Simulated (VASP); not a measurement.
# AlAsPd3 (Pm-3m) in VASP: notebook

Runs on AlAsPd3. Level: PBE. Tasks: single point, relaxation of cell and atoms.

Everything below comes from runs of VASP 6.6.1. Logs are shortened: lines on timing, memory, paths and dates and some standing lists are left out, and cuts for length are marked.

**1. The cell of the first run**

The structure is cubic, space group Pm-3m (No. 221). The conventional cell has a = 4.346 Å, b = 4.346 Å, c = 4.346 Å, α = 90.00°, β = 90.00°, γ = 90.00°. Al (site symmetry m-3m) has 12 Pd at 3.07 Å and 8 As at 3.76 Å within 4.0 Å. As (site symmetry m-3m) has 6 Pd at 2.17 Å within 2.9 Å. Pd (site symmetry 4/mmm) has 2 As at 2.17 Å within 2.9 Å.

The cell was generated, and may not be a known phase.

**2. Single point, PBE**

File INCAR:

```
SYSTEM = AlAsPd3
  ALGO = Normal
  EDIFF = 1E-6
  ENCUT = 520
  GGA = PE
  ISIF = 2
  ISMEAR = 0
  LASPH = .True.
  LCHARG = .False.
  LREAL = .False.
  LWAVE = .False.
  NBANDS = 27
  NELM = 100
  PREC = Accurate
  SIGMA = 0.1
```

File KPOINTS:

```
k-points
0
Gamma
  4 4 4
  0 0 0
```

File POSCAR:

```
AlAsPd3
1.0
    4.3455063800      0.0000000000      0.0000000000
    0.0000000000      4.3455063800      0.0000000000
    0.0000000000      0.0000000000      4.3455063800
Al As Pd
1 1 3
Direct
    0.0000000000      0.0000000000      0.0000000000
    0.5000000000      0.5000000000      0.5000000000
    0.5000000000      0.5000000000      0.0000000000
    0.0000000000      0.5000000000      0.5000000000
    0.5000000000      0.0000000000      0.5000000000
```

Potentials or basis: VASP PAW PBE potentials, release 64 (Al, As, Pd).

Command:

```
$ cat potpaw_PBE.64/Al/POTCAR potpaw_PBE.64/As/POTCAR potpaw_PBE.64/Pd/POTCAR > POTCAR
$ mpirun -np 1 vasp_std > vasp.out
```

OUTCAR:

```text
SYSTEM = AlAsPd3
   EDIFF = 1E-6
   ENCUT = 520
   GGA = PE
   ISIF = 2
   ISMEAR = 0
   LASPH = .True.
   LREAL = .False.
   NELM = 100
   PREC = Accurate

 ion  position               nearest neighbor table
   1  0.000  0.000  0.000-   3 3.07   4 3.07   5 3.07   4 3.07   5 3.07   3 3.07   4 3.07   4 3.07
                             3 3.07   5 3.07   5 3.07   3 3.07
   2  0.500  0.500  0.500-   3 2.17   4 2.17   5 2.17   3 2.17   5 2.17   4 2.17
   3  0.500  0.500  0.000-   2 2.17   2 2.17   4 3.07   5 3.07   1 3.07   4 3.07   5 3.07   1 3.07
                             5 3.07   5 3.07   1 3.07   4 3.07   4 3.07   1 3.07
   4  0.000  0.500  0.500-   2 2.17   2 2.17   3 3.07   5 3.07   1 3.07   3 3.07   1 3.07   5 3.07
                             1 3.07   1 3.07   3 3.07   5 3.07   3 3.07   5 3.07
   5  0.500  0.000  0.500-   2 2.17   2 2.17   3 3.07   4 3.07   1 3.07   3 3.07   1 3.07   3 3.07
                             4 3.07   3 3.07   1 3.07   4 3.07   1 3.07   4 3.07

  LATTYP: Found a simple cubic cell.
 ALAT       =     4.3455063800

  Lattice vectors:

 A1 = (   4.3455063800,   0.0000000000,   0.0000000000)
 A2 = (   0.0000000000,   4.3455063800,   0.0000000000)
 A3 = (   0.0000000000,   0.0000000000,   4.3455063800)

Analysis of symmetry for initial positions (statically):
=====================================================================
 Subroutine PRICEL returns:
 Original cell was already a primitive cell.

 Routine SETGRP: Setting up the symmetry group for a
 simple cubic supercell.

 Subroutine GETGRP returns: Found 48 space group operations
 (whereof 48 operations were pure point group operations)
 out of a pool of 48 trial point group operations.

The static configuration has the point symmetry O_h .

Analysis of symmetry for dynamics (positions and initial velocities):
=====================================================================
 Subroutine PRICEL returns:
 Original cell was already a primitive cell.

 Routine SETGRP: Setting up the symmetry group for a
 simple cubic supercell.

 Subroutine GETGRP returns: Found 48 space group operations
 (whereof 48 operations were pure point group operations)
 out of a pool of 48 trial point group operations.

The dynamic configuration has the point symmetry O_h .

 Subroutine INISYM returns: Found 48 space group operations
 (whereof 48 operations are pure point group operations),
 and found     1 'primitive' translations

----------------------------------------------------------------------------------------

                                     Primitive cell

  volume of cell :      82.0580

[... 83 lines left out ...]
   IBRION =     -1    ionic relax: 0-MD 1-quasi-New 2-CG
   NFREE  =      0    steps in history (QN), initial steepest desc. (CG)
   ISIF   =      2    stress and relaxation
   ISYM   =      2    0-nonsym 1-usesym 2-fastsym
   POTIM  = 0.5000    time-step for ionic-motion
   TEBEG  =    0.0;   TEEND  =   0.0 temperature during run
   PSTRESS=    0.0 pullay stress
   NELECT =      38.0000    total number of electrons
   NUPDOWN=      -1.0000    fix difference up-down
   EMIN   =  10.00;   EMAX   =-10.00  energy-range for DOS
   EFERMI =   0.00;   METHOD = LEGACY
   ISMEAR =     0;   SIGMA  =   0.10  broadening in eV -4-tet -1-fermi 0-gaus
   EFERMI_NEDOS =   21; number of points for ismear=-14 and -15
   IALGO  =     38    algorithm
   IMIX   =      4    mixing-type and parameters
     AMIX     =   0.40;   BMIX     =  1.00
     AMIX_MAG =   1.60;   BMIX_MAG =  1.00
  volume/ion in A,a.u.               =      16.41       110.75
  Fermi-wavevector in a.u.,A,eV,Ry     =   1.266569  2.393469 21.826437  1.604198
  Thomas-Fermi vector in A             =   2.399763
   LORBIT       =      0    0 simple, 1 ext, 2 COOP (PROOUT), +10 PAW based schemes
   GGA     = PE    functional components
   LHFCALC =     F    Hartree Fock is set to
   AEXX    =    0.0000 exact exchange contribution
   IVDW    =     0    specifies the selected vdW correction
   LEPSILON=     F    determine dielectric tensor
   LRPA    =     F    only Hartree local field effects (RPA)
 non-spin polarized calculation
 Gauss-broadening in eV      SIGMA  =   0.10
  energy-cutoff  :      520.00
  volume of cell :       82.06
 maximum number of plane-waves:      2272
   NGX = 17   NGY = 17   NGZ = 17

 number of electron      38.0000008 magnetization

 Free energy of the ion-electron system (eV)
  ---------------------------------------------------
  ext. energy  EPLUGINS =         0.00000000
  ---------------------------------------------------
  free energy    TOTEN  =       -21.90155199 eV

  energy without entropy =      -21.87655249  energy(sigma->0) =      -21.88905224

 E-fermi :   9.2047     XC(G=0): -11.6334

 val. band max:        9.1784197587   @ k =   0.2500   0.2500   0.2500
 cond. band min:       9.2539355689   @ k =   0.5000   0.2500   0.2500
 fundamental gap:      0.0755158102
 Fermi energy:         9.2047247678

 k-point     1 :       0.0000    0.0000    0.0000
  band No.  band energies     occupation
      1      -6.0605      2.00000
      2       1.4488      2.00000
      3       3.4494      2.00000
      4       3.4494      2.00000
      5       3.4494      2.00000
      6       4.5927      2.00000
[... 289 lines left out ...]
     26      18.2475      0.00000
     27      18.7320      0.00000

------------------------ aborting loop because EDIFF is reached ----------------------------------------

  FORCE on cell =-STRESS in cart. coord.  units (eV):
  Direction    XX          YY          ZZ          XY          YZ          ZX
  --------------------------------------------------------------------------------------
  -------------------------------------------------------------------------------------
  Total       16.0147217     16.0147217     16.0147217     -0.0000000     -0.0000000     -0.0000000
  in kB      312.6862634    312.6862634    312.6862634     -0.0000000     -0.0000000     -0.0000000
  external PRESSURE =     312.6862634 kB  Pullay stress =       0.0000000 kB

 VOLUME and BASIS-vectors are now :
 -----------------------------------------------------------------------------
  energy-cutoff  :      520.00
  volume of cell :       82.06
      direct lattice vectors                 reciprocal lattice vectors
     4.345506380  0.000000000  0.000000000     0.230122778  0.000000000  0.000000000
     0.000000000  4.345506380  0.000000000     0.000000000  0.230122778  0.000000000
     0.000000000  0.000000000  4.345506380     0.000000000  0.000000000  0.230122778

 POSITION                                       TOTAL-FORCE (eV/Angst)
 -----------------------------------------------------------------------------------
      0.00000      0.00000      0.00000         0.000000      0.000000      0.000000
      2.17275      2.17275      2.17275         0.000000      0.000000      0.000000
      2.17275      2.17275      0.00000         0.000000      0.000000      0.000000
      0.00000      2.17275      2.17275         0.000000      0.000000      0.000000
      2.17275      0.00000      2.17275         0.000000      0.000000      0.000000
 -----------------------------------------------------------------------------------
    total drift:                                0.000000     -0.000000     -0.000000

  FREE ENERGIE OF THE ION-ELECTRON SYSTEM (eV)
  ---------------------------------------------------
  free  energy   TOTEN  =       -21.9015519931 eV

  energy  without entropy=      -21.8765524853  energy(sigma->0) =      -21.88905224
```

stdout:

```text
POSCAR found type information on POSCAR AlAsPd
 POSCAR found :  3 types and       5 ions
 scaLAPACK will be used
 LDA part: xc-table for (Slater+PW92), standard interpolation
 POSCAR, INCAR and KPOINTS ok, starting setup
 FFT: planning ... GRIDC
 FFT: planning ... GRID_SOFT
 FFT: planning ... GRID
 WAVECAR not read
 entering main loop
```

Wall time 16 s (1 thread of Intel Xeon Platinum 8375C at 2.90GHz (Ice Lake), shared host); peak memory 0.18 GiB.

What came out:

* Free energy: -21.9016 eV
* Pressure: 31.3 GPa
* Band gap on the k mesh: zero (bands 19 and 20 overlap by 0.25 eV)

Caveat: the k points lie up to 0.36 Å⁻¹ apart.

**3. Single point, PBE**

This run uses another cell than the first one, of 19.94 Å³/atom.

File INCAR:

```
ALGO     = Fast           # electronic algorithm
EDIFF    = 1E-6           # SCF threshold, eV
ENCUT    = 520            # plane-wave cutoff, eV
GGA      = PE             # functional
ISIF     = 2              # what is computed and relaxed
ISMEAR   = 0              # smearing method
LASPH    = True           # aspherical terms in the spheres
LCHARG   = True           # write CHGCAR
LELF     = True           # ELF
LREAL    = False          # projectors in reciprocal space
LVHAR    = True         
LWAVE    = False          # write WAVECAR
NBANDS   = 27             # bands
NELM     = 80             # most SCF steps
PREC     = Accurate       # precision mode
SIGMA    = 0.1            # smearing width, eV
```

File KPOINTS:

```
k-points
0
Gamma
  4 4 4
```

POSCAR: that of step 2 with these lines changed.

```diff
@@ -2,5 +2,5 @@
 1.0
-    4.3455063800      0.0000000000      0.0000000000
-    0.0000000000      4.3455063800      0.0000000000
-    0.0000000000      0.0000000000      4.3455063800
+    4.6368905340      0.0000000000      0.0000000000
+    0.0000000000      4.6368905340      0.0000000000
+    0.0000000000      0.0000000000      4.6368905340
 Al As Pd
```

Potentials or basis: VASP PAW PBE potentials, release 64 (Al, As, Pd).

Command:

```
$ cat potpaw_PBE.64/Al/POTCAR potpaw_PBE.64/As/POTCAR potpaw_PBE.64/Pd/POTCAR > POTCAR
$ mpirun -np 1 vasp_std > vasp.out
```

OUTCAR:

```text
EDIFF = 1E-6
   ENCUT = 520
   GGA = PE
   ISIF = 2
   ISMEAR = 0
   LASPH = True
   LREAL = False
   NELM = 80
   PREC = Accurate

 ion  position               nearest neighbor table
   1  0.000  0.000  0.000-   3 3.28   4 3.28   5 3.28   4 3.28   5 3.28   3 3.28   4 3.28   4 3.28
                             3 3.28   5 3.28   5 3.28   3 3.28
   2  0.500  0.500  0.500-   3 2.32   4 2.32   5 2.32   3 2.32   5 2.32   4 2.32
   3  0.500  0.500  0.000-   2 2.32   2 2.32   4 3.28   5 3.28   1 3.28   4 3.28   5 3.28   1 3.28
                             5 3.28   5 3.28   1 3.28   4 3.28   4 3.28   1 3.28
   4  0.000  0.500  0.500-   2 2.32   2 2.32   3 3.28   5 3.28   1 3.28   3 3.28   1 3.28   5 3.28
[... 492 lines left out ...]
  -------------------------------------------------------------------------------------
  Total        0.3238841      0.3238841      0.3238841      0.0000000      0.0000000      0.0000000
  in kB        5.2049878      5.2049878      5.2049878      0.0000000      0.0000000      0.0000000
  external PRESSURE =       5.2049878 kB  Pullay stress =       0.0000000 kB

 VOLUME and BASIS-vectors are now :
 -----------------------------------------------------------------------------
  energy-cutoff  :      520.00
  volume of cell :       99.70
      direct lattice vectors                 reciprocal lattice vectors
     4.636890534  0.000000000  0.000000000     0.215661766  0.000000000  0.000000000
     0.000000000  4.636890534  0.000000000     0.000000000  0.215661766  0.000000000
     0.000000000  0.000000000  4.636890534     0.000000000  0.000000000  0.215661766

 POSITION                                       TOTAL-FORCE (eV/Angst)
 -----------------------------------------------------------------------------------
      0.00000      0.00000      0.00000         0.000000      0.000000      0.000000
      2.31845      2.31845      2.31845         0.000000      0.000000      0.000000
      2.31845      2.31845      0.00000         0.000000      0.000000      0.000000
      0.00000      2.31845      2.31845         0.000000      0.000000      0.000000
      2.31845      0.00000      2.31845         0.000000      0.000000      0.000000
 -----------------------------------------------------------------------------------
    total drift:                                0.000000      0.000000      0.000000

  FREE ENERGIE OF THE ION-ELECTRON SYSTEM (eV)
  ---------------------------------------------------
  free  energy   TOTEN  =       -23.3599497703 eV

  energy  without entropy=      -23.3379156322  energy(sigma->0) =      -23.34893270
```

It took 28 s on 1 thread of Intel Xeon Platinum 8375C at 2.90GHz (Ice Lake), shared host; peak memory 0.2 GiB.

What came out:

* Free energy: -23.3599 eV
* Pressure: 0.5 GPa
* Band gap on the k mesh: zero (bands 19 and 20 overlap by 0.39 eV)

Levels at points of the mesh, in eV from the Fermi level:
```csv
k point,band 17,band 18,band 19,band 20,band 21,band 22
"(0.00, 0.00, 0.00)",-1.75,-1.75,-1.37,0.36,2.20,2.20
"(0.50, 0.00, 0.00)",-1.75,-0.39,-0.39,0.51,1.38,2.68
"(0.50, 0.50, 0.00)",-1.53,-1.01,-1.01,0.85,2.28,3.65
"(0.50, 0.50, 0.50)",-1.21,-1.21,-1.21,-0.36,0.45,0.45
```

**4. Relaxation of cell and atoms, PBE**

File INCAR:

```
SYSTEM = AlAsPd3
ALGO     = Fast           ! electronic algorithm
EDIFF    = 1E-7           ! SCF threshold, eV
EDIFFG   = -0.04          ! ionic threshold
ENCUT    = 600            ! plane-wave cutoff, eV
GGA      = PE             ! functional
IBRION   = 2              ! ionic algorithm
ISIF     = 3              ! what is computed and relaxed
ISMEAR   = 0              ! smearing method
LASPH    = .True.         ! aspherical terms in the spheres
LCHARG   = .False.        ! write CHGCAR
LREAL    = .False.        ! projectors in reciprocal space
LWAVE    = .False.        ! write WAVECAR
NELM     = 60             ! most SCF steps
NSW      = 90             ! ionic steps
PREC     = Accurate       ! precision mode
SIGMA    = 0.1            ! smearing width, eV
```

File KPOINTS:

```
k-points
0
Gamma
  4 4 4
  0 0 0
```

POSCAR: that of step 3 with these lines changed.

```diff
@@ -2,5 +2,5 @@
 1.0
-    4.6368905340      0.0000000000      0.0000000000
-    0.0000000000      4.6368905340      0.0000000000
-    0.0000000000      0.0000000000      4.6368905340
+    4.3455063800      0.0000000000      0.0000000000
+    0.0000000000      4.3455063800      0.0000000000
+    0.0000000000      0.0000000000      4.3455063800
 Al As Pd
```

Command:

```
$ cat potpaw_PBE.64/Al/POTCAR potpaw_PBE.64/As/POTCAR potpaw_PBE.64/Pd/POTCAR > POTCAR
$ mpirun -np 1 vasp_std > vasp.out
```

Wall time 91 s (1 thread of Intel Xeon Platinum 8375C at 2.90GHz (Ice Lake), shared host); peak memory 0.22 GiB.

It converged, with:

| Item | Value |
| --- | --- |
| Free energy | -23.3532 eV |
| Relaxed volume | 20.09 Å³/atom |
| Relaxed cell | a = 4.649 Å, b = 4.649 Å, c = 4.649 Å, α = 90.00°, β = 90.00°, γ = 90.00° |
| Space group after relaxing (to 0.1 Å) | Pm-3m (No. 221) |
| Energy gained by relaxing | 290.3 meV/atom |
| Ionic steps | 4 |
| Pressure after relaxing | -0.2 GPa |
| Band gap on the k mesh | zero (bands 19 and 20 overlap by 0.40 eV) |

Step by step:
| step | energy change (eV) | largest force (eV/Å) | pressure (GPa) | volume (Å³) |
| --- | --- | --- | --- | --- |
| 1 | 0.0000 | 0.0000 | 31.25 | 82.06 |
| 2 | -0.2366 | 0.0000 | -11.66 | 126.24 |
| 3 | -1.4503 | 0.0000 | -0.66 | 100.98 |
| 4 | -1.4517 | 0.0000 | -0.20 | 100.46 |

Final structure:
```
CELL_PARAMETERS angstrom
4.64872 0.00000 0.00000
0.00000 4.64872 0.00000
0.00000 0.00000 4.64872
ATOMIC_POSITIONS crystal
Al 0.00000 0.00000 0.00000
As 0.50000 0.50000 0.50000
Pd 0.50000 0.50000 0.00000
Pd 0.00000 0.50000 0.50000
Pd 0.50000 0.00000 0.50000
```

Levels at points of the mesh, in eV from the Fermi level:
```tsv
k point	band 16	band 17	band 18	band 19	band 20	band 21	band 22	band 23
(0.00, 0.00, 0.00)	-1.72	-1.72	-1.72	-1.35	0.35	2.21	2.21	2.21
(0.50, 0.00, 0.00)	-1.83	-1.72	-0.38	-0.38	0.50	1.37	2.68	2.68
(0.50, 0.50, 0.00)	-1.86	-1.51	-0.99	-0.99	0.85	2.27	3.65	3.80
(0.50, 0.50, 0.50)	-1.59	-1.17	-1.17	-1.17	-0.37	0.46	0.46	0.46
```

Caveat: the k points lie up to 0.34 Å⁻¹ apart in the final cell; the volume moved by over 15 % at a fixed basis, so the end points are rough.

**5. Overview**

| task | cell | cutoff (eV) | gap on the mesh (eV) | pressure (GPa) |
| --- | --- | --- | --- | --- |
| single point | a = 4.346 Å, 5 atoms | 520 | none | 31.3 |
| single point | a = 4.637 Å, 5 atoms | 520 | none | 0.5 |
| relaxation of cell and atoms | relaxed from a = 4.346 Å, 5 atoms | 600 | none | -0.2 |

Alike in all rows: level PBE; potentials or basis VASP PAW PBE potentials, release 64 (Al, As, Pd); no spin polarisation; k mesh 4 × 4 × 4; smearing gaussian 0.1 eV.

Caveats: some runs use coarse meshes; the volume moved by over 15 % at a fixed basis, so the end points are rough (at least some runs).

Absolute energies hang on the potentials; compare differences alone.

The gap in the log of VASP goes by the Fermi energy; the results here count the filled bands.